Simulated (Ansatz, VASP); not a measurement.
# Two plane-wave programs on P

```xyz
2
Lattice="3.0280 0.0000 0.0000 -1.5140 2.6223 0.0000 0.0000 0.0000 28.0000" Properties=species:S:1:pos:R:3 pbc="T T T"
P     0.0000    1.7482   14.1310
P     1.5140    0.8741   13.8690
```

Alike in both runs: task single point; functional r2SCAN; k mesh 9 × 9 × 1; occupations gaussian, width 0.02 eV; no spin polarisation.

|  | VASP | Ansatz |
| --- | --- | --- |
| version | VASP 6.6.1 | Ansatz 0.2.0 |
| potentials or method | VASP PAW PBE potentials, release 64 (P), cutoff 520 eV | scalar-relativistic, plane waves, PAW |
| valence electrons in the cell | 10 | 10 |

Ansatz gave:

- gap on the k mesh at the Fermi level (eV): none
- rms of the force components (eV/Å): 2.749

Question: Estimate VASP's values.

Answer: gap on the k mesh at the Fermi level (eV): none; rms of the force components (eV/Å): 2.728.

VASP's potentials were made for PBE, not for r2SCAN. Atom by atom the forces differ by 0.021 eV/Å (rms over components). A gap of «none» marks a metal or a gap that the smearing closes.
